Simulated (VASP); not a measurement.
# ZnO (P6_3mc) in VASP: notebook, part 2 of 2

VASP 6.6.1.

**4. Single point, PBEsol (in-plane strain +0.02)**

The input, INCAR:

```
SYSTEM = ZnO
ALGO     = Normal         ! electronic algorithm
EDIFF    = 1E-6           ! SCF threshold, eV
ENCUT    = 520            ! plane-wave cutoff, eV
GGA      = PS             ! functional
ISIF     = 2              ! what is computed and relaxed
ISMEAR   = 0              ! smearing method
LASPH    = .True.         ! aspherical terms in the spheres
LCHARG   = .False.        ! write CHGCAR
LREAL    = .False.        ! projectors in reciprocal space
LWAVE    = .False.        ! write WAVECAR
NBANDS   = 26             ! bands
NELM     = 60             ! most SCF steps
PREC     = Accurate       ! precision mode
SIGMA    = 0.01           ! smearing width, eV
```

The input, KPOINTS:

```
k-points
0
Gamma
  8 8 4
  0 0 0
```

The input, POSCAR:

```
ZnO
1.0
    3.2946092114      0.0000000000      0.0000000000
   -1.6473046057      2.8532152726      0.0000000000
    0.0000000000      0.0000000000      5.1517724027
Zn O
2 2
Direct
    0.3333333333      0.6666666667      0.5000406004
    0.6666666667      0.3333333333      0.0000406004
    0.6666666667      0.3333333333      0.3789693996
    0.3333333333      0.6666666667      0.8789693996
```

Launch:

```
> cat potpaw_PBE.64/Zn/POTCAR potpaw_PBE.64/O/POTCAR > POTCAR
> mpirun -np 1 vasp_std > vasp.out
```

Wall time 35 s (1 thread of Intel Xeon Platinum 8259CL at 2.50GHz (Skylake/Cascade Lake), shared host); peak memory 0.18 GiB.

It converged, with:

```yaml
Free_energy: -19.3806 eV
Pressure: -2.7 GPa
Largest_force: 0.284 eV/Å
Band_gap_on_the_k_mesh: 0.69 eV, direct
```

Forces on the atoms (eV/Å):
```
Zn   0.000  0.000 -0.284
Zn   0.000  0.000 -0.284
O    0.000  0.000  0.284
O    0.000  0.000  0.284
```

Stress tensor (GPa, compression positive):
```
-5.02  0.00  0.00
 0.00 -5.02  0.00
 0.00  0.00  2.03
```

Levels at points of the mesh, in eV from the valence-band top:
| k point | band 14 | band 15 | band 16 | band 17 | band 18 | band 19 | band 20 | band 21 | band 22 | band 23 |
| --- | --- | --- | --- | --- | --- | --- | --- | --- | --- | --- |
| (0.00, 0.00, 0.00) | -0.86 | -0.86 | -0.01 | 0.00 | 0.00 | 0.69 | 4.99 | 8.33 | 12.44 | 12.44 |
| (0.50, 0.00, 0.00) | -3.43 | -2.78 | -2.31 | -1.23 | -0.77 | 5.60 | 6.66 | 7.63 | 8.17 | 10.69 |
| (0.00, 0.00, 0.50) | -2.15 | -0.42 | -0.42 | -0.42 | -0.42 | 3.38 | 3.38 | 10.12 | 10.12 | 12.72 |
| (0.50, 0.00, 0.50) | -3.67 | -1.49 | -1.49 | -1.24 | -1.24 | 5.60 | 5.60 | 8.22 | 8.22 | 11.20 |

Caveat: the cell differs from its parent crystal (in-plane strain +0.02); the PAW data sets were made with another functional, which shifts forces and pressure a little.

**5. Single point, PBEsol**

This run uses another cell than the first one, of 11.78 Å³/atom, 0.982 times its volume.

The input, INCAR:

```
  ALGO = Normal
  EDIFF = 1E-7
  ENCUT = 520
  GGA = PS
  ISIF = 2
  ISMEAR = -1
  LASPH = True
  LCHARG = True
  LELF = True
  LREAL = False
  LVHAR = True
  LWAVE = False
  NBANDS = 26
  NELM = 80
  PREC = Accurate
  SIGMA = 0.08
```

The input, KPOINTS:

```
k-points
0
Gamma
  12 12 8
```

The input, POSCAR:

```
ZnO
1.0
    3.2300090308      0.0000000000      0.0000000000
   -1.6150045154      2.7972698751      0.0000000000
    0.0000000000      0.0000000000      5.2143445372
Zn O
2 2
Direct
    0.3333333333      0.6666666667      0.5000406004
    0.6666666667      0.3333333333      0.0000406004
    0.6666666667      0.3333333333      0.3789693996
    0.3333333333      0.6666666667      0.8789693996
```

Launch:

```
> cat potpaw_PBE.64/Zn/POTCAR potpaw_PBE.64/O/POTCAR > POTCAR
> mpirun -np 1 vasp_std > vasp.out
```

Wall time 72 s (1 thread of Intel Xeon Platinum 8259CL at 2.50GHz (Skylake/Cascade Lake), shared host); peak memory 0.22 GiB.

Results (log left out):

```
Free energy            : -19.4107 eV
Pressure               : 1.0 GPa
Band gap on the k mesh : 0.69 eV, direct
```

Levels at points of the mesh, in eV from the valence-band top:
| k point | band 15 | band 16 | band 17 | band 18 | band 19 | band 20 | band 21 | band 22 |
| --- | --- | --- | --- | --- | --- | --- | --- | --- |
| (0.00, 0.00, 0.00) | -0.81 | -0.09 | 0.00 | 0.00 | 0.69 | 5.16 | 8.10 | 12.83 |
| (0.50, 0.00, 0.00) | -2.88 | -2.32 | -1.33 | -0.86 | 5.73 | 6.72 | 7.43 | 8.51 |
| (0.00, 0.00, 0.50) | -0.40 | -0.40 | -0.40 | -0.40 | 3.38 | 3.38 | 9.96 | 9.96 |
| (0.50, 0.00, 0.50) | -1.54 | -1.54 | -1.41 | -1.41 | 5.58 | 5.58 | 8.40 | 8.40 |

Caveat: the PAW data sets were made with another functional, which shifts forces and pressure a little. As with any semilocal functional, this PBEsol gap is likely too small.

**6. Single point, PBEsol (in-plane strain -0.005, then relaxed in part)**

The input, INCAR:

```
PREC     = Accurate       # precision mode
ENCUT    = 910            # plane-wave cutoff, eV
EDIFF    = 1E-6           # SCF threshold, eV
ISMEAR   = 0              # smearing method
SIGMA    = 0.01           # smearing width, eV
LREAL    = False          # projectors in reciprocal space
LASPH    = True           # aspherical terms in the spheres
NELM     = 120            # most SCF steps
ALGO     = Normal         # electronic algorithm
ISIF     = 2              # what is computed and relaxed
LWAVE    = False          # write WAVECAR
LCHARG   = False          # write CHGCAR
GGA      = PS             # functional
NBANDS   = 26             # bands
GGA_COMPAT= False
```

The input, KPOINTS:

```
regular mesh
0
Gamma
  8 8 4
```

The input, POSCAR:

```
ZnO
1.0
    3.2138589856      0.0000000000      0.0000000000
   -1.6069294928      2.7832835257      0.0000000000
    0.0000000000      0.0000000000      5.2401842151
Zn O
2 2
Direct
    0.3333333333      0.6666666667      0.5013163500
    0.6666666667      0.3333333333      0.0013163500
    0.6666666667      0.3333333333      0.3776936500
    0.3333333333      0.6666666667      0.8776936500
```

Potentials or basis: VASP PAW PBE potentials, release 64 (Zn, O_h).

Launch:

```
> cat potpaw_PBE.64/Zn/POTCAR potpaw_PBE.64/O_h/POTCAR > POTCAR
> mpirun -np 1 vasp_std > vasp.out
```

It took 36 s on 1 thread of Intel Xeon 6975P-C (Granite Rapids), shared host; peak memory 0.25 GiB.

It converged, with:

* Free energy: -19.4187 eV
* Pressure: 1.4 GPa
* Largest force: 0.004 eV/Å
* Band gap on the k mesh: 0.68 eV, direct

Forces in eV/Å, atoms in the order of the input:
```
Zn   0.000  0.000  0.004
Zn   0.000  0.000  0.004
O    0.000  0.000 -0.004
O    0.000  0.000 -0.004
```

Stress tensor (GPa, compression positive):
```
1.75 0.00 0.00
0.00 1.75 0.00
0.00 0.00 0.66
```

Levels at points of the mesh, in eV from the valence-band top:
```tsv
k point	band 16	band 17	band 18	band 19	band 20	band 21
(0.00, 0.00, 0.00)	-0.10	0.00	0.00	0.68	5.21	8.03
(0.50, 0.00, 0.00)	-2.31	-1.37	-0.85	5.75	6.74	7.35
(0.00, 0.00, 0.50)	-0.40	-0.40	-0.40	3.38	3.38	9.92
(0.50, 0.00, 0.50)	-1.54	-1.47	-1.47	5.56	5.56	8.43
```

Caveat: the cell differs from its parent crystal (in-plane strain -0.005, then relaxed in part); the cutoff is under 1.25 times the usual one of these potentials, so pressure, stress and relaxed cells hold a basis-set (Pulay) error; the PAW data sets were made with another functional, which shifts forces and pressure a little.

**7. Single point, PBEsol (in-plane strain -0.02, then relaxed in part)**

The input, INCAR:

```
SYSTEM = ZnO
ALGO = Normal ; EDIFF = 1E-6
ENCUT = 910 ; GGA = PS
GGA_COMPAT = .False. ; ISIF = 2
ISMEAR = 0 ; LASPH = .True.
LCHARG = .False. ; LREAL = .False.
LWAVE = .False. ; NBANDS = 26
NELM = 120 ; PREC = Accurate
SIGMA = 0.01
```

The input, KPOINTS:

```
k-points
0
Gamma
  8 8 4
  0 0 0
```

The input, POSCAR:

```
ZnO
1.0
    3.1654088501      0.0000000000      0.0000000000
   -1.5827044251      2.7413244776      0.0000000000
    0.0000000000      0.0000000000      5.3172214606
Zn O
2 2
Direct
    0.3333333333      0.6666666667      0.5051921750
    0.6666666667      0.3333333333      0.0051921750
    0.6666666667      0.3333333333      0.3738178250
    0.3333333333      0.6666666667      0.8738178250
```

Launch:

```
> cat potpaw_PBE.64/Zn/POTCAR potpaw_PBE.64/O_h/POTCAR > POTCAR
> mpirun -np 1 vasp_std > vasp.out
```

Run time: 66 s. Hardware: 1 thread of Intel Xeon Platinum 8488C (Sapphire Rapids), shared host; peak memory 0.25 GiB.

The run converged. Its results:

- Free energy: -19.3897 eV
- Pressure: 3.7 GPa
- Largest force: 0.008 eV/Å
- Band gap on the k mesh: 0.66 eV, direct

Forces in eV/Å, atoms in the order of the input:
```
Zn   0.000  0.000  0.008
Zn   0.000  0.000  0.008
O    0.000  0.000 -0.008
O    0.000  0.000 -0.008
```

Stress tensor (GPa, compression positive):
```
5.14 0.00 0.00
0.00 5.14 0.00
0.00 0.00 0.73
```

Levels at points of the mesh, in eV from the valence-band top:
| k point | band 14 | band 15 | band 16 | band 17 | band 18 | band 19 | band 20 | band 21 | band 22 | band 23 |
| --- | --- | --- | --- | --- | --- | --- | --- | --- | --- | --- |
| (0.00, 0.00, 0.00) | -0.83 | -0.83 | -0.14 | 0.00 | 0.00 | 0.66 | 5.40 | 7.83 | 13.27 | 13.32 |
| (0.50, 0.00, 0.00) | -3.57 | -2.99 | -2.30 | -1.49 | -0.81 | 5.82 | 6.77 | 7.13 | 8.85 | 10.39 |
| (0.00, 0.00, 0.50) | -2.43 | -0.41 | -0.41 | -0.41 | -0.41 | 3.37 | 3.37 | 9.83 | 9.83 | 13.63 |
| (0.50, 0.00, 0.50) | -3.85 | -1.63 | -1.63 | -1.51 | -1.51 | 5.51 | 5.51 | 8.52 | 8.52 | 11.31 |

Caveat: the cell differs from its parent crystal (in-plane strain -0.02, then relaxed in part); the cutoff is under 1.25 times the usual one of these potentials, so pressure, stress and relaxed cells hold a basis-set (Pulay) error; the PAW data sets were made with another functional, which shifts forces and pressure a little.

**8. Overview**

```csv
potentials or basis,cell,k mesh,cutoff (eV),smearing,second run,gap on the mesh (eV),pressure (GPa),largest force (eV/Å)
"VASP PAW PBE potentials, release 64 (Zn, O)","a = 3.295, b = 3.295, c = 5.105 Å, angles 90.0, 90.0, 120.0°, 4 atoms",8 × 8 × 4,520,gaussian 0.01 eV,-,0.71,-1.8,0.01
"VASP PAW PBE potentials, release 64 (Zn, O)","a = 3.295, b = 3.295, c = 5.152 Å, angles 90.0, 90.0, 120.0°, 4 atoms",8 × 8 × 4,520,gaussian 0.01 eV,-,0.69,-2.7,0.28
"VASP PAW PBE potentials, release 64 (Zn, O)","a = 3.230, b = 3.230, c = 5.214 Å, angles 90.0, 90.0, 120.0°, 4 atoms",12 × 12 × 8,520,fermi-dirac 0.08 eV,-,0.69,1.0,-
"VASP PAW PBE potentials, release 64 (Zn, O_h)","a = 3.214, b = 3.214, c = 5.240 Å, angles 90.0, 90.0, 120.0°, 4 atoms",8 × 8 × 4,910,gaussian 0.01 eV,hard_potentials,0.68,1.4,-
"VASP PAW PBE potentials, release 64 (Zn, O_h)","a = 3.165, b = 3.165, c = 5.317 Å, angles 90.0, 90.0, 120.0°, 4 atoms",8 × 8 × 4,910,gaussian 0.01 eV,hard_potentials,0.66,3.7,0.01
```

Alike in all rows: task single point; level PBEsol; no spin polarisation.

Caveats: the PAW data sets were made with another functional, which shifts forces and pressure a little; the cutoff is under 1.25 times the usual one of these potentials, so pressure, stress and relaxed cells hold a basis-set (Pulay) error (some runs).

Total energies depend on the potentials used, so only differences within one code and one set of settings carry meaning.
